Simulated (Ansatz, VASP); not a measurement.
One calculation of VO2, two programs

```
V O
1.0
     4.23686    0.00000    0.00000
     0.00000    4.23686    0.00000
     0.00000    0.00000    2.90519
V O
2 4
Direct
  0.00000 0.00000 0.00000
  0.50000 0.50000 0.50000
  0.29932 0.29932 0.00000
  0.70068 0.70068 0.00000
  0.79932 0.20068 0.50000
  0.20068 0.79932 0.50000
```

Alike in both runs: task single point; functional PBE; k mesh 6 × 6 × 10; occupations gaussian, width 0.02 eV; collinear spin; Hubbard terms V d U = 3.25 eV.

|  | VASP | Ansatz |
| --- | --- | --- |
| version | VASP 6.6.1 | Ansatz 0.2.0 |
| potentials or method | VASP PAW PBE potentials, release 64 (V_sv, O), cutoff 600 eV | scalar-relativistic, plane waves, PAW |
| valence electrons in the cell | 50 | 50 |

Ansatz gave:

```
gap on the k mesh at the Fermi level (eV)                     : 0.94
least direct gap on the mesh (eV)                             : 1.18
rms of the force components (eV/Å)                            : 0.000
net moment per atom (μB)                                      : 0.33
size of the moment on the site where the two differ most (μB) : 0.78
```

**Question.** Estimate VASP's values.

**Answer.** gap on the k mesh at the Fermi level (eV): 0.92; least direct gap on the mesh (eV): 1.19; rms of the force components (eV/Å): 0.041; net moment per atom (μB): 0.33; size of the moment on the site where the two differ most (μB): 1.03.

Site moments also hang on the region over which each program counts them. The programs project onto different local orbitals, so the same U acts differently, and such runs can settle in different states. Atom by atom the forces differ by 0.041 eV/Å (rms over components). Ansatz's warnings: stability check not made.
